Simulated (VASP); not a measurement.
# HfO2: single point with PBEsol

The system is HfO2.

```
Hf O
1.0
     3.57669    0.00000    0.00000
     0.00000    3.57669    0.00000
     0.00000    0.00000    5.20222
Hf O
2 4
Direct
  0.50000 0.50000 0.50000
  0.00000 0.00000 0.00000
  0.00000 0.50000 0.69621
  0.50000 0.00000 0.80379
  0.50000 0.00000 0.30379
  0.00000 0.50000 0.19621
```

```yaml
Program: VASP 6.6.1
Task: single point
Functional: PBEsol
Potentials_or_basis: VASP PAW PBE potentials, release 64 (Hf_pv, O)
Cutoff: 520 eV
k_mesh: 4 × 4 × 4
Occupations: gaussian, width 0.01 eV
Spin: no spin polarisation
Dipole_correction: no
Further_INCAR_settings: ALGO = Normal; EDIFF = 1e-06; NBANDS = 31
```

```json
{"Pressure": "-5.1 GPa", "Largest force": "0.004 eV/Å", "Band gap on the k mesh": "4.59 eV (least direct gap 4.67 eV)"}
```

Forces on the atoms (eV/Å):
```
Hf   0.000  0.000  0.000
Hf   0.000  0.000  0.000
O    0.000  0.000 -0.004
O    0.000  0.000  0.004
O    0.000  0.000  0.004
O    0.000  0.000 -0.004
```

Levels at points of the mesh, in eV from the valence-band top:
| k point | band 18 | band 19 | band 20 | band 21 | band 22 | band 23 | band 24 | band 25 | band 26 | band 27 |
| --- | --- | --- | --- | --- | --- | --- | --- | --- | --- | --- |
| (0.00, 0.00, 0.00) | -1.32 | -0.73 | -0.12 | -0.08 | -0.08 | 4.59 | 4.62 | 5.84 | 6.05 | 6.31 |
| (0.50, 0.00, 0.00) | -2.18 | -1.43 | -1.43 | -0.14 | -0.14 | 5.00 | 5.00 | 6.03 | 6.03 | 7.32 |
| (0.50, 0.50, 0.00) | -1.06 | -0.78 | -0.78 | -0.59 | -0.59 | 5.67 | 5.67 | 6.01 | 6.01 | 7.14 |
| (0.00, 0.00, 0.50) | -2.73 | -0.65 | -0.65 | 0.00 | 0.00 | 5.26 | 5.26 | 5.57 | 5.57 | 8.45 |
| (0.50, 0.00, 0.50) | -1.92 | -1.40 | -1.40 | -0.95 | -0.95 | 5.14 | 5.14 | 5.52 | 5.52 | 7.36 |
| (0.50, 0.50, 0.50) | -1.91 | -1.44 | -1.44 | -0.07 | -0.07 | 5.85 | 5.85 | 6.20 | 6.20 | 7.26 |

It took 68 s on 1 thread of Intel Xeon 8259CL, on a shared host, peak memory 0.19 GiB.

Caveat: the k points lie up to 0.44 Å⁻¹ apart; the PAW data sets were made with another functional, which shifts forces and pressure a little; spin-orbit coupling is left out, which moves the levels of the heavy elements. A k mesh can miss the band edges.
